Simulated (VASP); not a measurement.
Set up this calculation in VASP 6.6.1, as the native input.

- Task: single point
- Functional: PBE
- Potentials or basis: VASP PAW PBE potentials, release 64 (Cd, Se)
- Cutoff: 520 eV
- k mesh: 10 × 10 × 10
- Occupations: gaussian, width 0.01 eV
- Spin: no spin polarisation
- Dipole correction: no
- Further INCAR settings: ALGO = Normal; EDIFF = 1e-07; NBANDS = 22

The structure of Cd2Se lies in POSCAR:

```
Cd2Se
1.0
    0.0000000000      3.4221305148      3.4221305148
    3.4221305148      0.0000000000      3.4221305148
    3.4221305148      3.4221305148      0.0000000000
Cd Se
2 1
Direct
    0.0000000000      0.0000000000      0.0000000000
    0.7500000000      0.7500000000      0.7500000000
    0.5000000000      0.5000000000      0.5000000000
```

One way to write it, as run:

INCAR

```
  ALGO = Normal
  EDIFF = 1E-7
  ENCUT = 520
  GGA = PE
  ISIF = 2
  ISMEAR = 0
  LASPH = T
  LCHARG = F
  LREAL = F
  LWAVE = F
  NBANDS = 22
  NELM = 100
  PREC = Accurate
  SIGMA = 0.01
```

KPOINTS

```
k-points
0
Gamma
  10 10 10
```

Potentials or basis: VASP PAW PBE potentials, release 64 (Cd, Se).

The run is started by

```bash
$ cat potpaw_PBE.64/Cd/POTCAR potpaw_PBE.64/Se/POTCAR > POTCAR
$ mpirun -np 1 vasp_std > vasp.out
```

Results of the run:

| Property | Result |
| --- | --- |
| Pressure | 0.2 GPa |
| Band gap on the k mesh | 0.40 eV, indirect (least direct gap 0.45 eV) |

Wall time 48 s on 1 thread of Intel(R) Xeon(R) Platinum 8488C (Sapphire Rapids), on a shared host, peak memory 0.24 GiB.
